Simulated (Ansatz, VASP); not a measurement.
PbSe in VASP and in Ansatz

INCAR

```
PREC = Accurate
ENCUT = 520
EDIFF = 1E-6
ISMEAR = -1
SIGMA = 0.01
LREAL = F
LASPH = T
NELM = 80
ALGO = Normal
ISIF = 2
LWAVE = F
LCHARG = T
GGA = PE
LELF = T
LVHAR = T
NBANDS = 17
```

KPOINTS

```
regular mesh
0
Gamma
  9 9 9
```

Contents of POSCAR:

```
PbSe
1.0
    0.0000000000      3.0723233306      3.0723233306
    3.0723233306      0.0000000000      3.0723233306
    3.0723233306      3.0723233306      0.0000000000
Pb Se
1 1
Direct
    0.0000000000      0.0000000000      0.0000000000
    0.5000000000      0.5000000000      0.5000000000
```

Input for Ansatz:

```yaml
crystal:
  lattice:
    - [0.0, 3.0723233306, 3.0723233306]
    - [3.0723233306, 0.0, 3.0723233306]
    - [3.0723233306, 3.0723233306, 0.0]
  atoms:
    - { symbol: Pb, position: [0.0, 0.0, 0.0] }
    - { symbol: Se, position: [0.5, 0.5, 0.5] }
kpoints:
  mp_grid: { grid: [9, 9, 9] }
  band_path:
    path:
      - [0.0, 0.0, 0.0]
      - [0.5, 0.0, 0.5]
      - [0.625, 0.25, 0.625]
      - [0.375, 0.375, 0.75]
      - [0.0, 0.0, 0.0]
      - [0.5, 0.5, 0.5]
      - [0.5, 0.25, 0.75]
      - [0.5, 0.0, 0.5]
    npoints: 5
scf:
  occupations: { method: fermi_dirac, width: 0.01 }
hamiltonian:
  xc: pbe
  pseudopotentials: { kind: all_electron, lapw: { basis_error: 0.00025 } }
output:
  forces: true
  stress: true
  eigenvalues: true
```

Change from the starting cell: volume scaled by 1.01.

Alike in both runs: task single point; functional PBE; k mesh 9 × 9 × 9; occupations fermi-dirac, width 0.01 eV; no spin polarisation.

|  | VASP | Ansatz |
| --- | --- | --- |
| version | VASP 6.6.1 | Ansatz 0.2.0 |
| potentials or method | VASP PAW PBE potentials, release 64 (Pb_d, Se), cutoff 520 eV | all-electron LAPW, scalar-relativistic |

|  | VASP | Ansatz | Ansatz less VASP |
| --- | --- | --- | --- |
| pressure (GPa) | 1.8 | 1.8 | +0.03 |

Ansatz ran all-electron here, and VASP with PAW potentials.

Neither program's run includes spin-orbit coupling.
